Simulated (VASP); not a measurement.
# WS2 in VASP: single point with PBE+D3(BJ)

Aim: the single point of WS2 with PBE+D3(BJ).

Program: VASP 6.6.1. These are calculated values, not measurements. Logs are shortened: lines on timing, memory, paths and dates and some standing lists are left out, and cuts for length are marked.

### Step 1. The cell of the first run

The cell holds a slab with vacuum, 6 atoms: a = 3.160 Å, b = 3.160 Å, c = 23.804 Å, α = 90.00°, β = 90.00°, γ = 120.00°.

### Step 2. Single point, PBE+D3(BJ)

File INCAR:

```
SYSTEM = WS2
  PREC = Accurate
  ENCUT = 400
  EDIFF = 1E-6
  ISMEAR = 0
  SIGMA = 0.05
  LREAL = .False.
  LASPH = .True.
  NELM = 120
  ALGO = Normal
  ISIF = 2
  LWAVE = .False.
  LCHARG = .False.
  LDIPOL = .True.
  IDIPOL = 3
  DIPOL = 0.5 0.5 0.401
  GGA = PE
  IVDW = 12
  ISYM = -1
  NBANDS = 35
  GGA_COMPAT = .False.
  NELMDL = -8
```

File KPOINTS:

```
explicit points
41
Reciprocal
  0.05555556   0.05555556   0.00000000 2
  0.05555556   0.16666667   0.00000000 2
  0.05555556   0.27777778   0.00000000 2
  0.05555556   0.38888889   0.00000000 2
  0.05555556   0.50000000   0.00000000 2
  0.05555556   0.61111111   0.00000000 2
  0.05555556   0.72222222   0.00000000 2
  0.05555556   0.83333333   0.00000000 2
  0.05555556   0.94444444   0.00000000 2
  0.16666667   0.05555556   0.00000000 2
  0.16666667   0.16666667   0.00000000 2
  0.16666667   0.27777778   0.00000000 2
  0.16666667   0.38888889   0.00000000 2
  0.16666667   0.50000000   0.00000000 2
  0.16666667   0.61111111   0.00000000 2
  0.16666667   0.72222222   0.00000000 2
  0.16666667   0.83333333   0.00000000 2
  0.16666667   0.94444444   0.00000000 2
  0.27777778   0.05555556   0.00000000 2
  0.27777778   0.16666667   0.00000000 2
  0.27777778   0.27777778   0.00000000 2
  0.27777778   0.38888889   0.00000000 2
  0.27777778   0.50000000   0.00000000 2
  0.27777778   0.61111111   0.00000000 2
  0.27777778   0.72222222   0.00000000 2
  0.27777778   0.83333333   0.00000000 2
  0.27777778   0.94444444   0.00000000 2
  0.38888889   0.05555556   0.00000000 2
  0.38888889   0.16666667   0.00000000 2
  0.38888889   0.27777778   0.00000000 2
  0.38888889   0.38888889   0.00000000 2
  0.38888889   0.50000000   0.00000000 2
  0.38888889   0.61111111   0.00000000 2
  0.38888889   0.72222222   0.00000000 2
  0.38888889   0.83333333   0.00000000 2
  0.38888889   0.94444444   0.00000000 2
  0.50000000   0.05555556   0.00000000 2
  0.50000000   0.16666667   0.00000000 2
  0.50000000   0.27777778   0.00000000 2
  0.50000000   0.38888889   0.00000000 2
  0.50000000   0.50000000   0.00000000 1
```

File POSCAR:

```
WS2
1.0
    3.1595457497      0.0000000000      0.0000000000
   -1.5797728749      2.7362468836      0.0000000000
    0.0000000000      0.0000000000     23.8042575719
S W
4 2
Direct
    0.3333333333      0.6666666667      0.1890418126
    0.3333333333      0.6666666667      0.3214605103
    0.3333333333      1.0000000000      0.4806757258
    0.3333333333      1.0000000000      0.6130944235
    0.6666666667      0.3333333333      0.2552511581
    0.0000000000      1.3333333333      0.5468850713
```

Potentials or basis: VASP PAW PBE potentials, release 64 (S, W_sv).

Command:

```
cat potpaw_PBE.64/S/POTCAR potpaw_PBE.64/W_sv/POTCAR > POTCAR
mpirun -np 1 vasp_std > vasp.out
```

OUTCAR:

```text
SYSTEM = WS2
   PREC = Accurate
   ENCUT = 400
   EDIFF = 1E-6
   ISMEAR = 0
   LREAL = .False.
   LASPH = .True.
   NELM = 120
   ISIF = 2
   GGA = PE
   IVDW = 12
   ISYM = -1
   NELMDL = -8
 IVDW          = 12

 ion  position               nearest neighbor table
   1  0.333  0.667  0.189-   5 2.41   5 2.41   5 2.41
   2  0.333  0.667  0.321-   5 2.41   5 2.41   5 2.41
   3  0.333  0.000  0.481-   6 2.41   6 2.41   6 2.41
   4  0.333  0.000  0.613-   6 2.41   6 2.41   6 2.41
   5  0.667  0.333  0.255-   1 2.41   1 2.41   1 2.41   2 2.41   2 2.41   2 2.41
   6  0.000  0.333  0.547-   3 2.41   3 2.41   3 2.41   4 2.41   4 2.41   4 2.41

IMPORTANT INFORMATION: All symmetrisations will be switched off!
NOSYMM: (Re-)initialisation of all symmetry stuff for point group C_1.

----------------------------------------------------------------------------------------

                                     Primitive cell

  volume of cell :     205.7949

  direct lattice vectors                    reciprocal lattice vectors
     3.159545750  0.000000000  0.000000000     0.316501193  0.182732049  0.000000000
    -1.579772875  2.736246884  0.000000000     0.000000000  0.365464098  0.000000000
     0.000000000  0.000000000 23.804257572     0.000000000  0.000000000  0.042009292

  length of vectors
     3.159545750  3.159545750 23.804257572     0.365464098  0.365464098  0.042009292

  position of ions in fractional coordinates (direct lattice)
     0.333333333  0.666666667  0.189041813
     0.333333333  0.666666667  0.321460510
     0.333333333  0.000000000  0.480675726
     0.333333333  0.000000000  0.613094424
     0.666666667  0.333333333  0.255251158
     0.000000000  0.333333333  0.546885071

  ion indices of the primitive-cell ions
   primitive index   ion index
                 1           1
                 2           2
                 3           3
                 4           4
                 5           5
                 6           6

----------------------------------------------------------------------------------------

 KPOINTS: explicit points

Read explicit list of k-points.

 Found     41 k-points:

 Following reciprocal coordinates:
            Coordinates               Weight
  0.055556  0.055556  0.000000      0.024691
  0.055556  0.166667  0.000000      0.024691
  0.055556  0.277778  0.000000      0.024691
  0.055556  0.388889  0.000000      0.024691
  0.055556  0.500000  0.000000      0.024691
  0.055556  0.611111  0.000000      0.024691
[... 16 lines left out ...]
  0.277778  0.500000  0.000000      0.024691
  0.277778  0.611111  0.000000      0.024691
 [... further k-points ...]
   k-points           NKPTS =     41   k-points in BZ     NKDIM =     41   number of bands    NBANDS=     35
   number of dos      NEDOS =    301   number of ions     NIONS =      6
   total plane-waves  NPLWV =  92160
   dimension x,y,z NGX =    24 NGY =   24 NGZ =  160
   dimension x,y,z NGXF=    48 NGYF=   48 NGZF=  320
   ions per type =               4   2
   NGX,Y,Z   is equivalent  to a cutoff of  12.63, 12.63, 11.17 a.u.
   NGXF,Y,Z  is equivalent  to a cutoff of  25.26, 25.26, 22.35 a.u.
 SYSTEM =  WS2
   PREC   = accura    normal or accurate (medium, high low for compatibility)
   ISTART =      0    job   : 0-new  1-cont  2-samecut
   ICHARG =      2    charge: 1-file 2-atom 10-const
   ISPIN  =      1    spin polarized calculation?
   LNONCOLLINEAR =      F non collinear calculations
   LSORBIT =      F    spin-orbit coupling
   LASPH  =      T    aspherical Exc in radial PAW
   ENCUT  =  400.0 eV  29.40 Ry    5.42 a.u.   5.15  5.15 38.82*2*pi/ulx,y,z
   NELM   =    120;   NELMIN=  2; NELMDL= -8     # of ELM steps
   EDIFF  = 0.1E-05   stopping-criterion for ELM
   LREAL  =      F    real-space projection
   EDIFFG = 0.1E-04   stopping-criterion for IOM
   NSW    =      0    number of steps for IOM
   IBRION =     -1    ionic relax: 0-MD 1-quasi-New 2-CG
   NFREE  =      0    steps in history (QN), initial steepest desc. (CG)
   ISIF   =      2    stress and relaxation
   ISYM   =     -1    0-nonsym 1-usesym 2-fastsym
   POTIM  = 0.5000    time-step for ionic-motion
   TEBEG  =    0.0;   TEEND  =   0.0 temperature during run
   PSTRESS=    0.0 pullay stress
   NELECT =      52.0000    total number of electrons
   NUPDOWN=      -1.0000    fix difference up-down
   EMIN   =  10.00;   EMAX   =-10.00  energy-range for DOS
   EFERMI =   0.00;   METHOD = LEGACY
   ISMEAR =     0;   SIGMA  =   0.05  broadening in eV -4-tet -1-fermi 0-gaus
   EFERMI_NEDOS =   21; number of points for ismear=-14 and -15
   IALGO  =     38    algorithm
   IMIX   =      4    mixing-type and parameters
     AMIX     =   0.40;   BMIX     =  1.00
     AMIX_MAG =   1.60;   BMIX_MAG =  1.00
  volume/ion in A,a.u.               =      34.30       231.46
  Fermi-wavevector in a.u.,A,eV,Ry     =   1.034978  1.955825 14.574279  1.071179
  Thomas-Fermi vector in A             =   2.169299
   LORBIT       =      0    0 simple, 1 ext, 2 COOP (PROOUT), +10 PAW based schemes
   GGA     = PE    functional components
   LHFCALC =     F    Hartree Fock is set to
   AEXX    =    0.0000 exact exchange contribution
   IVDW    =    12    specifies the selected vdW correction
   LEPSILON=     F    determine dielectric tensor
   LRPA    =     F    only Hartree local field effects (RPA)
 non-spin polarized calculation
 Gauss-broadening in eV      SIGMA  =   0.05
  energy-cutoff  :      400.00
  volume of cell :      205.79
 maximum number of plane-waves:      3763
 NGX is ok and might be reduce to    24
   NGX = 11   NGY = 11   NGZ = 77

 dipolmoment           0.000000      0.000000     -0.000002 electrons x Angstroem

 number of electron      51.9999993 magnetization

 dipolmoment           0.000000      0.000000      0.000004 electrons x Angstroem

 Free energy of the ion-electron system (eV)
  ---------------------------------------------------
  ext. energy  EPLUGINS =         0.00000000
  ---------------------------------------------------
  free energy    TOTEN  =       -47.32869985 eV

  energy without entropy =      -47.32869985  energy(sigma->0) =      -47.32869985

 E-fermi :   1.1717     XC(G=0):  -6.2038

 val. band max:        0.8501274676   @ k =   0.0556   0.9444   0.0000
 cond. band min:       2.6938885785   @ k =   0.1667   0.1667   0.0000
 fundamental gap:      1.8437611109
 Fermi energy:         1.1716508873

 k-point     1 :       0.0556    0.0556    0.0000
  band No.  band energies     occupation
      1     -73.1925      2.00000
      2     -73.1925      2.00000
      3     -37.4389      2.00000
      4     -37.4389      2.00000
      5     -37.3029      2.00000
      6     -37.3029      2.00000
[... 27 lines left out ...]
     34       4.0442      0.00000
     35       6.1426      0.00000

 k-point     2 :       0.0556    0.1667    0.0000
  band No.  band energies     occupation
      1     -73.1877      2.00000
      2     -73.1877      2.00000
      3     -37.4219      2.00000
      4     -37.4219      2.00000
      5     -37.3947      2.00000
      6     -37.3947      2.00000
[... 27 lines left out ...]
     34       4.7429      0.00000
     35       6.7672      0.00000

 k-point     3 :       0.0556    0.2778    0.0000
  band No.  band energies     occupation
      1     -73.1815      2.00000
      2     -73.1814      2.00000
      3     -37.5123      2.00000
      4     -37.5123      2.00000
      5     -37.3996      2.00000
      6     -37.3996      2.00000
[... 27 lines left out ...]
     34       5.3232      0.00000
     35       7.5896      0.00000

 k-point     4 :       0.0556    0.3889    0.0000
  band No.  band energies     occupation
      1     -73.1767      2.00000
      2     -73.1767      2.00000
      3     -37.6009      2.00000
      4     -37.6009      2.00000
      5     -37.3825      2.00000
      6     -37.3825      2.00000
[... 27 lines left out ...]
     34       5.4767      0.00000
     35       6.5981      0.00000

 k-point     5 :       0.0556    0.5000    0.0000
  band No.  band energies     occupation
      1     -73.1756      2.00000
      2     -73.1756      2.00000
      3     -37.6208      2.00000
      4     -37.6208      2.00000
      5     -37.3786      2.00000
      6     -37.3786      2.00000
[... 638 lines left out ...]
 k-point    22 :       0.2778    0.3889    0.0000
  band No.  band energies     occupation
      1     -73.1736      2.00000
      2     -73.1735      2.00000
      3     -37.5546      2.00000
      4     -37.5546      2.00000
      5     -37.4777      2.00000
      6     -37.4777      2.00000
[... 27 lines left out ...]
     34       6.3299      0.00000
     35       7.1187      0.00000

 k-point    23 :       0.2778    0.5000    0.0000
  band No.  band energies     occupation
      1     -73.1756      2.00000
      2     -73.1756      2.00000
      3     -37.5641      2.00000
      4     -37.5641      2.00000
      5     -37.4199      2.00000
      6     -37.4199      2.00000
[... 27 lines left out ...]
     34       6.0227      0.00000
     35       7.5340      0.00000

 k-point    24 :       0.2778    0.6111    0.0000
  band No.  band energies     occupation
      1     -73.1794      2.00000
      2     -73.1794      2.00000
      3     -37.5385      2.00000
      4     -37.5385      2.00000
      5     -37.3923      2.00000
      6     -37.3923      2.00000
[... 27 lines left out ...]
     34       5.5636      0.00000
     35       7.7887      0.00000

 [... further k-points ...]

------------------------ aborting loop because EDIFF is reached ----------------------------------------

 vacuum level on the upper side and lower side of the slab       (xc-potential included)        -0.156        -0.156

 Edisp (eV)   -2.06021

 E8    (eV) :    -0.8957

  FORCE on cell =-STRESS in cart. coord.  units (eV):
  Direction    XX          YY          ZZ          XY          YZ          ZX
  --------------------------------------------------------------------------------------
  -------------------------------------------------------------------------------------
  Total      -0.19735    -0.19568    -0.62415    -0.00627     0.04503    -0.01387
  in kB      -1.53645    -1.52343    -4.85919    -0.04881     0.35055    -0.10799
  external pressure =       -2.64 kB  Pullay stress =        0.00 kB

 VOLUME and BASIS-vectors are now :
 -----------------------------------------------------------------------------
  energy-cutoff  :      400.00
  volume of cell :      205.79
      direct lattice vectors                 reciprocal lattice vectors
     3.159545750  0.000000000  0.000000000     0.316501193  0.182732049  0.000000000
    -1.579772875  2.736246884  0.000000000     0.000000000  0.365464098  0.000000000
     0.000000000  0.000000000 23.804257572     0.000000000  0.000000000  0.042009292

 POSITION                                       TOTAL-FORCE (eV/Angst)
 -----------------------------------------------------------------------------------
     -0.00000      1.82416      4.50000         0.000091      0.000489      0.003527
     -0.00000      1.82416      7.65213         0.001953     -0.006092      0.062512
      1.05318      0.00000     11.44213        -0.001953      0.006091     -0.062719
      1.05318      0.00000     14.59426        -0.000091     -0.000489     -0.003334
      1.57977      0.91208      6.07606         0.000863     -0.003832      0.038894
     -0.52659      0.91208     13.01819        -0.000863      0.003832     -0.038880
 -----------------------------------------------------------------------------------
    total drift:                                0.000001     -0.000000     -0.000239

  FREE ENERGIE OF THE ION-ELECTRON SYSTEM (eV)
  ---------------------------------------------------
  free  energy   TOTEN  =       -49.3889112873 eV

  energy  without entropy=      -49.3889112873  energy(sigma->0) =      -49.38891129

 vacuum level on the upper side and lower side of the slab         6.342         6.342
```

It took 4.2 min on 1 thread of AMD EPYC 9R45 (Zen 5), shared host; peak memory 0.35 GiB.

Results:

* Free energy: -49.3889 eV
* Largest force: 0.063 eV/Å
* Band gap on the k mesh: 1.84 eV (least direct gap 2.22 eV)
* Dispersion energy per atom: -0.343 eV

Forces on the atoms (eV/Å):
```
S    0.000  0.000  0.004
S    0.002 -0.006  0.063
S   -0.002  0.006 -0.063
S    0.000  0.000 -0.003
W    0.001 -0.004  0.039
W   -0.001  0.004 -0.039
```

Caveat: spin-orbit coupling is left out, which moves the levels of the heavy elements.
